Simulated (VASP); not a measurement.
# ScSi2 in VASP: a series of runs, part 2 of 2

VASP 6.6.1.

### Step 3. Electric field gradients, PBE (shortest bond scaled by 1.1)

INCAR reads:

```
PREC = Accurate ; ENCUT = 520
EDIFF = 1E-8 ; ISMEAR = -1
SIGMA = 0.05 ; LREAL = False
LASPH = True ; NELM = 100
ALGO = Normal ; ISIF = 2
LWAVE = False ; LCHARG = False
GGA = PE ; LEFG = True
NBANDS = 16
```

KPOINTS reads:

```
Automatic mesh
0
Gamma
  10 10 8
```

POSCAR reads:

```
ScSi2
1.0
    3.6600000000      0.0000000000      0.0000000000
   -1.8300000000      3.1696529779      0.0000000000
    0.0000000000      0.0000000000      3.8700000000
Sc Si
1 2
Direct
    0.0000000000      0.0000000000      0.0000000000
    0.3666666666      0.6833333334      0.5000000000
    0.6333333334      0.3166666666      0.5000000000
```

Potentials or basis: VASP PAW PBE potentials, release 64 (Sc_sv, Si).

On the command line:

```console
$ cat potpaw_PBE.64/Sc_sv/POTCAR potpaw_PBE.64/Si/POTCAR > POTCAR
$ mpirun -np 1 vasp_std > vasp.out
```

OUTCAR:

```text
PREC = Accurate
   ENCUT = 520
   EDIFF = 1E-8
   ISMEAR = -1
   LREAL = False
   LASPH = True
   NELM = 100
   ISIF = 2
   GGA = PE

 ion  position               nearest neighbor table
   1  0.000  0.000  0.000-   3 2.79   3 2.79   2 2.79   2 2.79   2 2.91   3 2.91   2 2.91   3 2.91
                             3 2.91   3 2.91   2 2.91   2 2.91
   2  0.367  0.683  0.500-   3 2.02   3 2.02   3 2.32   1 2.79   1 2.79   1 2.91   1 2.91   1 2.91
                             1 2.91
   3  0.633  0.317  0.500-   2 2.02   2 2.02   2 2.32   1 2.79   1 2.79   1 2.91   1 2.91   1 2.91
                             1 2.91

  LATTYP: Found a hexagonal cell.
 ALAT       =     3.6600000000
 C/A-ratio  =     1.0573770492

  Lattice vectors:

 A1 = (   3.6600000000,   0.0000000000,   0.0000000000)
 A2 = (  -1.8300000000,   3.1696529779,   0.0000000000)
 A3 = (   0.0000000000,   0.0000000000,   3.8700000000)

Analysis of symmetry for initial positions (statically):
=====================================================================
 Subroutine PRICEL returns:
[... 655 lines left out ...]

 POSITION                                       TOTAL-FORCE (eV/Angst)
 -----------------------------------------------------------------------------------
      0.00000      0.00000      0.00000        -0.000000      0.000000      0.000000
      0.09150      2.16593      1.93500        -3.455058     -1.994778     -0.000000
      1.73850      1.00372      1.93500         3.455058      1.994778      0.000000
 -----------------------------------------------------------------------------------
    total drift:                               -0.000000     -0.000000     -0.000000

  FREE ENERGIE OF THE ION-ELECTRON SYSTEM (eV)
  ---------------------------------------------------
  free  energy   TOTEN  =       -16.8832637246 eV

  energy  without entropy=      -16.8676884126  energy(sigma->0) =      -16.87547607

 Electric field gradients (V/A^2)
---------------------------------------------------------------------
 ion       V_xx      V_yy      V_zz      V_xy      V_xz      V_yz
---------------------------------------------------------------------
   1       1.157     3.220    -4.378    -1.789     0.000     0.000
   2       2.326   -21.188    18.862    20.363     0.000    -0.000
   3       2.326   -21.188    18.862    20.363     0.000     0.000
---------------------------------------------------------------------

 Electric field gradients after diagonalization (V/A^2)
 (convention: |V_zz| > |V_xx| > |V_yy|)
----------------------------------------------------------------------
 ion       V_xx      V_yy      V_zz     asymmetry (V_yy - V_xx)/ V_zz
----------------------------------------------------------------------
   1       4.254     0.124    -4.378       0.943
   2      18.862    14.083   -32.945       0.145
   3      18.862    14.083   -32.945       0.145
----------------------------------------------------------------------

           NMR quadrupolar parameters

 Cq : quadrupolar parameter    Cq=e*Q*V_zz/h
 eta: asymmetry parameters     (V_yy - V_xx)/ V_zz
 Q  : nuclear electric quadrupole moment in mb (millibarn)
----------------------------------------------------------------------
 ion       Cq(MHz)       eta       Q (mb)
----------------------------------------------------------------------
   1      -0.011       0.943       1.000
   2      -0.080       0.145       1.000
   3      -0.080       0.145       1.000
----------------------------------------------------------------------
```

OSZICAR:

```text
N       E                     dE             d eps       ncg     rms          rms(c)
DAV:   1     0.120788215622E+03    0.12079E+03   -0.82252E+03  4992   0.112E+03
DAV:   2    -0.132722794345E+02   -0.13406E+03   -0.13087E+03  5080   0.329E+02
DAV:   3    -0.192120630635E+02   -0.59398E+01   -0.57696E+01  7728   0.658E+01
DAV:   4    -0.193293946817E+02   -0.11733E+00   -0.11708E+00  6176   0.928E+00
DAV:   5    -0.193325871364E+02   -0.31925E-02   -0.31922E-02  7656   0.147E+00    0.114E+01
DAV:   6    -0.169156559084E+02    0.24169E+01   -0.89457E+00  8312   0.276E+01    0.494E+00
DAV:   7    -0.168983371950E+02    0.17319E-01   -0.29597E-01  5632   0.378E+00    0.302E+00
DAV:   8    -0.168842944847E+02    0.14043E-01   -0.36614E-02  7168   0.205E+00    0.442E-01
DAV:   9    -0.168834386949E+02    0.85579E-03   -0.10333E-02  7912   0.109E+00    0.200E-01
DAV:  10    -0.168836181184E+02   -0.17942E-03   -0.49729E-03  7760   0.661E-01    0.113E-01
DAV:  11    -0.168832736854E+02    0.34443E-03   -0.25026E-03  7744   0.492E-01    0.310E-02
DAV:  12    -0.168832638332E+02    0.98522E-05   -0.87477E-05  7824   0.995E-02    0.149E-02
DAV:  13    -0.168832639113E+02   -0.78104E-07   -0.22601E-06  8304   0.111E-02    0.376E-03
DAV:  14    -0.168832637091E+02    0.20218E-06   -0.17442E-06  7768   0.124E-02    0.243E-03
DAV:  15    -0.168832637221E+02   -0.13059E-07   -0.38160E-08  5288   0.125E-03    0.491E-04
DAV:  16    -0.168832637246E+02   -0.24997E-08   -0.10311E-09  2976   0.374E-04
   1 F= -.16883264E+02 E0= -.16875476E+02  d E =-.155753E-01
```

Run time: 48 s. Hardware: 1 thread of Intel Xeon 6975P-C (Granite Rapids), shared host; peak memory 0.24 GiB.

What came out:

```yaml
Free_energy: -16.8833 eV
Pressure: 28.8 GPa
Largest_force: 3.990 eV/Å
```

Forces in eV/Å, atoms in the order of the input:
```
Sc   0.000  0.000  0.000
Si  -3.455 -1.995  0.000
Si   3.455  1.995  0.000
```

Levels at points of the mesh, in eV from the Fermi level:
| k point | band 5 | band 6 | band 7 | band 8 | band 9 | band 10 | band 11 | band 12 | band 13 | band 14 |
| --- | --- | --- | --- | --- | --- | --- | --- | --- | --- | --- |
| (0.00, 0.00, 0.00) | -13.86 | -4.05 | -3.57 | -2.73 | -2.07 | 0.42 | 1.20 | 1.45 | 1.78 | 1.81 |
| (0.50, 0.00, 0.00) | -11.31 | -9.07 | -4.86 | -3.59 | -2.92 | 0.85 | 1.35 | 2.45 | 2.47 | 2.51 |
| (0.00, 0.50, 0.00) | -10.74 | -10.11 | -4.20 | -3.07 | -2.70 | 0.10 | 0.75 | 2.04 | 2.51 | 2.79 |
| (0.00, 0.00, 0.50) | -12.96 | -7.34 | -3.31 | -1.63 | -1.58 | -0.66 | 0.21 | 0.43 | 1.71 | 2.57 |
| (0.50, 0.00, 0.50) | -11.30 | -8.08 | -5.20 | -4.60 | -3.33 | -0.53 | 1.94 | 2.68 | 3.04 | 3.12 |
| (0.00, 0.50, 0.50) | -10.69 | -9.21 | -4.71 | -4.15 | -4.07 | -0.31 | 1.98 | 2.65 | 3.05 | 3.35 |

Electric field gradients, principal values (V/Å²):
| atom | least | middle | greatest (by size) |
| --- | --- | --- | --- |
| 1 Sc | 0.124 | 4.254 | -4.378 |
| 2 Si | 14.083 | 18.862 | -32.945 |
| 3 Si | 14.083 | 18.862 | -32.945 |

Caveat: the cell differs from its parent crystal (shortest bond scaled by 1.1); without QUAD_EFG the Cq values of the log hold for a quadrupole moment of 1 mb, not for the nuclei; forces of over 1 eV/Å act on the atoms, so gaps and moduli don't describe the material at rest.

### Step 4. Electric field gradients, PBE (shortest bond scaled by 0.94)

INCAR reads:

```
SYSTEM = ScSi2
PREC = Accurate
ENCUT = 520
EDIFF = 1E-8
ISMEAR = -1
SIGMA = 0.05
LREAL = .FALSE.
LASPH = .TRUE.
NELM = 100
ALGO = Normal
ISIF = 2
LWAVE = .FALSE.
LCHARG = .FALSE.
GGA = PE
LEFG = .TRUE.
NBANDS = 16
```

KPOINTS reads:

```
Automatic mesh
0
G
  10 10 8
  0 0 0
```

POSCAR reads:

```
ScSi2
1.0
    3.6600000000      0.0000000000      0.0000000000
   -1.8300000000      3.1696529779      0.0000000000
    0.0000000000      0.0000000000      3.8700000000
Sc Si
1 2
Direct
    0.0000000000      0.0000000000      0.0000000000
    0.3133333333      0.6566666667      0.5000000000
    0.6866666667      0.3433333333      0.5000000000
```

Potentials or basis: VASP PAW PBE potentials, release 64 (Sc_sv, Si).

On the command line:

```console
$ cat potpaw_PBE.64/Sc_sv/POTCAR potpaw_PBE.64/Si/POTCAR > POTCAR
$ mpirun -np 1 vasp_std > vasp.out
```

OUTCAR:

```text
SYSTEM = ScSi2
   PREC = Accurate
   ENCUT = 520
   EDIFF = 1E-8
   ISMEAR = -1
   LREAL = .FALSE.
   LASPH = .TRUE.
   NELM = 100
   ISIF = 2
   GGA = PE

 ion  position               nearest neighbor table
   1  0.000  0.000  0.000-   2 2.84   3 2.84   2 2.84   3 2.84   2 2.84   2 2.84   3 2.84   3 2.84
                             3 2.91   3 2.91   2 2.91   2 2.91
   2  0.313  0.657  0.500-   3 1.99   3 2.18   3 2.18   1 2.84   1 2.84   1 2.84   1 2.84   1 2.91
                             1 2.91
   3  0.687  0.343  0.500-   2 1.99   2 2.18   2 2.18   1 2.84   1 2.84   1 2.84   1 2.84   1 2.91
                             1 2.91

  LATTYP: Found a hexagonal cell.
 ALAT       =     3.6600000000
 C/A-ratio  =     1.0573770492

  Lattice vectors:

 A1 = (   3.6600000000,   0.0000000000,   0.0000000000)
 A2 = (  -1.8300000000,   3.1696529779,   0.0000000000)
 A3 = (   0.0000000000,   0.0000000000,   3.8700000000)

Analysis of symmetry for initial positions (statically):
=====================================================================
 Subroutine PRICEL returns:
 Original cell was already a primitive cell.

 Routine SETGRP: Setting up the symmetry group for a
 hexagonal supercell.

 Subroutine GETGRP returns: Found  8 space group operations
 (whereof  8 operations were pure point group operations)
 out of a pool of 24 trial point group operations.

The static configuration has the point symmetry D_2h.

Analysis of symmetry for dynamics (positions and initial velocities):
=====================================================================
 Subroutine PRICEL returns:
 Original cell was already a primitive cell.

 Routine SETGRP: Setting up the symmetry group for a
 hexagonal supercell.

 Subroutine GETGRP returns: Found  8 space group operations
 (whereof  8 operations were pure point group operations)
 out of a pool of 24 trial point group operations.

The dynamic configuration has the point symmetry D_2h.

 Subroutine INISYM returns: Found  8 space group operations
 (whereof  8 operations are pure point group operations),
 and found     1 'primitive' translations

----------------------------------------------------------------------------------------

                                     Primitive cell

  volume of cell :      44.8956

  direct lattice vectors                    reciprocal lattice vectors
     3.660000000  0.000000000  0.000000000     0.273224044  0.157745975  0.000000000
    -1.830000000  3.169652978  0.000000000     0.000000000  0.315491950  0.000000000
     0.000000000  0.000000000  3.870000000     0.000000000  0.000000000  0.258397933

  length of vectors
     3.660000000  3.660000000  3.870000000     0.315491950  0.315491950  0.258397933

  position of ions in fractional coordinates (direct lattice)
     0.000000000  0.000000000  0.000000000
     0.313333333  0.656666667  0.500000000
     0.686666667  0.343333333  0.500000000

  ion indices of the primitive-cell ions
   primitive index   ion index
                 1           1
                 2           2
                 3           3
[... 78 lines left out ...]
   ISIF   =      2    stress and relaxation
   ISYM   =      2    0-nonsym 1-usesym 2-fastsym
   POTIM  = 0.5000    time-step for ionic-motion
   TEBEG  =    0.0;   TEEND  =   0.0 temperature during run
   PSTRESS=    0.0 pullay stress
   NELECT =      19.0000    total number of electrons
   NUPDOWN=      -1.0000    fix difference up-down
   EMIN   =  10.00;   EMAX   =-10.00  energy-range for DOS
   EFERMI =   0.00;   METHOD = LEGACY
   ISMEAR =    -1;   SIGMA  =   0.05  broadening in eV -4-tet -1-fermi 0-gaus
   EFERMI_NEDOS =   21; number of points for ismear=-14 and -15
   IALGO  =     38    algorithm
   IMIX   =      4    mixing-type and parameters
     AMIX     =   0.40;   BMIX     =  1.00
     AMIX_MAG =   1.60;   BMIX_MAG =  1.00
  volume/ion in A,a.u.               =      14.97       100.99
  Fermi-wavevector in a.u.,A,eV,Ry     =   1.229112  2.322685 20.554542  1.510716
  Thomas-Fermi vector in A             =   2.364012
   LORBIT       =      0    0 simple, 1 ext, 2 COOP (PROOUT), +10 PAW based schemes
   GGA     = PE    functional components
   LHFCALC =     F    Hartree Fock is set to
   AEXX    =    0.0000 exact exchange contribution
   IVDW    =     0    specifies the selected vdW correction
   LEPSILON=     F    determine dielectric tensor
   LRPA    =     F    only Hartree local field effects (RPA)
 non-spin polarized calculation
  energy-cutoff  :      520.00
  volume of cell :       44.90
 maximum number of plane-waves:      1220
   NGX = 13   NGY = 13   NGZ = 15

 number of electron      19.0000001 magnetization

 Free energy of the ion-electron system (eV)
  ---------------------------------------------------
  ext. energy  EPLUGINS =         0.00000000
  ---------------------------------------------------
  free energy    TOTEN  =       -17.12075105 eV

  energy without entropy =      -17.10429584  energy(sigma->0) =      -17.11252345

 E-fermi :   9.2046     XC(G=0): -11.2348

 val. band max:        9.2024075485   @ k =   0.1000   0.1000   0.1250
 cond. band min:       9.2196099236   @ k =   0.5000   0.3000   0.1250
 fundamental gap:      0.0172023752
 Fermi energy:         9.2046154521

 k-point     1 :       0.0000    0.0000    0.0000
  band No.  band energies     occupation
      1     -40.3730      2.00000
      2     -19.0748      2.00000
      3     -19.0167      2.00000
      4     -18.9958      2.00000
      5      -4.6472      2.00000
      6       5.4110      2.00000
[... 433 lines left out ...]
      3     -19.0580      2.00000
      4     -19.0302      2.00000
      5      -3.0016      2.00000
      6       1.9140      2.00000
[... 8 lines left out ...]
     15      13.8501      0.00000
     16      13.8811      0.00000

 [... further k-points ...]
[... 5 lines left out ...]
  --------------------------------------------------------------------------------------
  -------------------------------------------------------------------------------------
  Total       13.0337203      9.2461453      0.3471793      3.2801361      0.0000000      0.0000000
  in kB      465.1309206    329.9647373     12.3896969    117.0573485      0.0000000      0.0000000
  external PRESSURE =     269.1617849 kB  Pullay stress =       0.0000000 kB

 VOLUME and BASIS-vectors are now :
 -----------------------------------------------------------------------------
  energy-cutoff  :      520.00
  volume of cell :       44.90
      direct lattice vectors                 reciprocal lattice vectors
     3.660000000  0.000000000  0.000000000     0.273224044  0.157745975  0.000000000
    -1.830000000  3.169652978  0.000000000     0.000000000  0.315491950  0.000000000
     0.000000000  0.000000000  3.870000000     0.000000000  0.000000000  0.258397933

 POSITION                                       TOTAL-FORCE (eV/Angst)
 -----------------------------------------------------------------------------------
      0.00000      0.00000      0.00000         0.000000      0.000000      0.000000
     -0.05490      2.08141      1.93500         3.282581      1.895199      0.000000
      1.88490      1.08825      1.93500        -3.282581     -1.895199      0.000000
 -----------------------------------------------------------------------------------
    total drift:                                0.000000     -0.000000      0.000000

  FREE ENERGIE OF THE ION-ELECTRON SYSTEM (eV)
  ---------------------------------------------------
  free  energy   TOTEN  =       -17.1207510536 eV

  energy  without entropy=      -17.1042958411  energy(sigma->0) =      -17.11252345

 Electric field gradients (V/A^2)
---------------------------------------------------------------------
 ion       V_xx      V_yy      V_zz      V_xy      V_xz      V_yz
---------------------------------------------------------------------
   1       2.403     1.443    -3.846     0.830    -0.000     0.000
   2     -16.012    -0.480    16.491   -13.451    -0.000     0.000
   3     -16.012    -0.480    16.491   -13.451    -0.000    -0.000
---------------------------------------------------------------------

 Electric field gradients after diagonalization (V/A^2)
 (convention: |V_zz| > |V_xx| > |V_yy|)
----------------------------------------------------------------------
 ion       V_xx      V_yy      V_zz     asymmetry (V_yy - V_xx)/ V_zz
----------------------------------------------------------------------
   1       2.881     0.964    -3.846       0.498
   2      16.491     7.286   -23.778       0.387
   3      16.491     7.286   -23.778       0.387
----------------------------------------------------------------------

           NMR quadrupolar parameters

 Cq : quadrupolar parameter    Cq=e*Q*V_zz/h
 eta: asymmetry parameters     (V_yy - V_xx)/ V_zz
 Q  : nuclear electric quadrupole moment in mb (millibarn)
----------------------------------------------------------------------
 ion       Cq(MHz)       eta       Q (mb)
----------------------------------------------------------------------
   1      -0.009       0.498       1.000
   2      -0.057       0.387       1.000
   3      -0.057       0.387       1.000
----------------------------------------------------------------------
```

It took 48 s on 1 thread of Intel Xeon 6975P-C (Granite Rapids), shared host; peak memory 0.24 GiB.

What came out:

* Free energy: -17.1208 eV
* Pressure: 26.9 GPa
* Largest force: 3.790 eV/Å

Forces on the atoms (eV/Å):
```
Sc   0.000  0.000  0.000
Si   3.283  1.895  0.000
Si  -3.283 -1.895  0.000
```

Levels at points of the mesh, in eV from the Fermi level:
```csv
k point,band 6,band 7,band 8,band 9,band 10,band 11,band 12,band 13,band 14,band 15
"(0.00, 0.00, 0.00)",-3.79,-3.56,-3.04,-2.07,0.63,1.19,1.55,1.58,1.75,2.57
"(0.50, 0.00, 0.00)",-10.21,-4.28,-2.96,-2.62,-0.02,0.73,2.12,2.47,2.84,3.12
"(0.00, 0.50, 0.00)",-9.55,-4.55,-3.35,-2.82,0.77,0.82,2.30,2.50,2.61,3.07
"(0.00, 0.00, 0.50)",-7.33,-3.00,-2.07,-1.42,-0.80,0.26,0.40,1.73,2.63,4.26
"(0.50, 0.00, 0.50)",-9.33,-4.81,-4.14,-4.08,-0.14,2.01,2.66,3.20,3.36,3.37
"(0.00, 0.50, 0.50)",-8.60,-4.97,-4.40,-3.66,-0.44,1.99,2.68,3.05,3.27,3.31
```

Electric field gradients, principal values (V/Å²):
```csv
atom,least,middle,greatest (by size)
1 Sc,0.964,2.881,-3.846
2 Si,7.286,16.491,-23.778
3 Si,7.286,16.491,-23.778
```

Caveat: the cell differs from its parent crystal (shortest bond scaled by 0.94); without QUAD_EFG the Cq values of the log hold for a quadrupole moment of 1 mb, not for the nuclei; forces of over 1 eV/Å act on the atoms, so gaps and moduli don't describe the material at rest.
